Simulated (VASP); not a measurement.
Runs of VASP 6.6.1 on TiC (de600). The structure is that of space group Fm-3m (No. 225), or close to it. The cells are those of the table. 

```csv
task,cell,k mesh,cutoff (eV),smearing,gap on the mesh (eV),pressure (GPa),relaxed volume (Å³/atom)
relaxation of cell and atoms,"relaxed from a = 3.063 Å, angles 60.0°, 2 atoms",8 × 8 × 8,600,gaussian 0.1 eV,none,-0.2,9.70
single point,"a = 3.063 Å, angles 60.0°, 2 atoms",8 × 8 × 8,520,gaussian 0.1 eV,none,(a),-
single point,"a = 3.013 Å, angles 60.0°, 2 atoms",14 × 14 × 14,520,gaussian 0.1 eV,none,0.7,-
relaxation of cell and atoms,"relaxed from a = 3.012 Å, angles 60.0°, 2 atoms",14 × 14 × 14,600,gaussian 0.1 eV,none,0.0,9.69
single point,"a = 3.012 Å, angles 60.0°, 2 atoms",8 × 8 × 8,520,gaussian 0.1 eV,none,0.8,-
relaxation of cell and atoms,"relaxed from a = 3.013 Å, angles 60.0°, 2 atoms",16 × 16 × 16,600,fermi-dirac 0.15 eV,none,0.0,9.69
single point,"a = 3.013 Å, angles 60.0°, 2 atoms",16 × 16 × 16,520,fermi-dirac 0.15 eV,none,0.7,-
```

Alike in all rows: level LDA; potentials or basis VASP PAW LDA potentials, release 64 (Ti_sv, C); no spin polarisation.

Q: Estimate the missing entries.

A: (a) -11.9.

A gap of «none» marks levels without a gap at the run's occupations.
